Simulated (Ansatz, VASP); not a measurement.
## One calculation of TiC, two programs

Contents of INCAR:

```
SYSTEM = TiC
PREC     = Accurate       ! precision mode
ENCUT    = 600            ! plane-wave cutoff, eV
EDIFF    = 1E-7           ! SCF threshold, eV
ISMEAR   = 0              ! smearing method
SIGMA    = 0.1            ! smearing width, eV
LREAL    = .FALSE.        ! projectors in reciprocal space
LASPH    = .TRUE.         ! aspherical terms in the spheres
NELM     = 120            ! most SCF steps
ALGO     = Normal         ! electronic algorithm
ISIF     = 3              ! what is computed and relaxed
LWAVE    = .FALSE.        ! write WAVECAR
LCHARG   = .FALSE.        ! write CHGCAR
GGA      = PE             ! functional
IBRION   = 2              ! ionic algorithm
NSW      = 60             ! ionic steps
EDIFFG   = -0.01          ! ionic threshold
GGA_COMPAT= .FALSE.      
NELMIN   = 4
```

KPOINTS

```
Automatic mesh
0
G
  7 7 5
  0 0 0
```

Contents of POSCAR:

```
TiC
1.0
    2.5385970000      0.0000000000      0.0000000000
    0.0000000000      2.5385970000      0.0000000000
    0.0000000000      0.0000000000      3.6317690000
Ti C
1 1
Direct
    0.0000000000      0.0000000000      0.0000000000
    0.5000000000      0.5000000000      0.5000000000
```

Input for Ansatz:

```yaml
crystal:
  lattice:
    - [2.538597, 0.0, 0.0]
    - [0.0, 2.538597, 0.0]
    - [0.0, 0.0, 3.631769]
  atoms:
    - { symbol: Ti, position: [0.0, 0.0, 0.0] }
    - { symbol: C, position: [0.5, 0.5, 0.5] }
  symmetry: { tolerance: 0.0003 }
kpoints:
  mp_grid: { grid: [7, 7, 5], shift: [0, 0, 0] }
magnetization:
  spin_polarized: false
scf:
  occupations: { method: gaussian, width: 0.1 }
hamiltonian:
  pseudopotentials: { kind: paw }
  xc: pbe
basis:
  ecutwfc: 420
output:
  forces: true
  stress: true
  eigenvalues: true
  write_density: true
  write_potential: true
  elf: true
  volumetric_format: npy
relax:
  max_steps: 40
  cell: {}
```

Alike in both runs: task relaxation of cell and atoms; functional PBE; k mesh 7 × 7 × 5; occupations gaussian, width 0.1 eV; no spin polarisation.

|  | VASP | Ansatz |
| --- | --- | --- |
| version | VASP 6.6.1 | Ansatz 0.2.0 |
| potentials or method | VASP PAW PBE potentials, release 64 (Ti_sv, C), cutoff 600 eV | PAW plane waves |
| valence electrons in the cell | 16 | 16 |

|  | VASP | Ansatz | Ansatz less VASP |
| --- | --- | --- | --- |
| gap on the k mesh at the Fermi level, each at its own relaxed structure (eV) | none | none | - |
| relaxed volume (Å³/atom) | 9.91 | 9.91 | -0.006 |
| relaxed cell length with the largest relative difference (Å) | 2.899 | 2.896 | -0.0030 |

A gap of «none» marks a metal or a gap that the smearing closes.

Noted on VASP's run: the volume moved by over 15 % at a fixed basis, so the end points are rough.
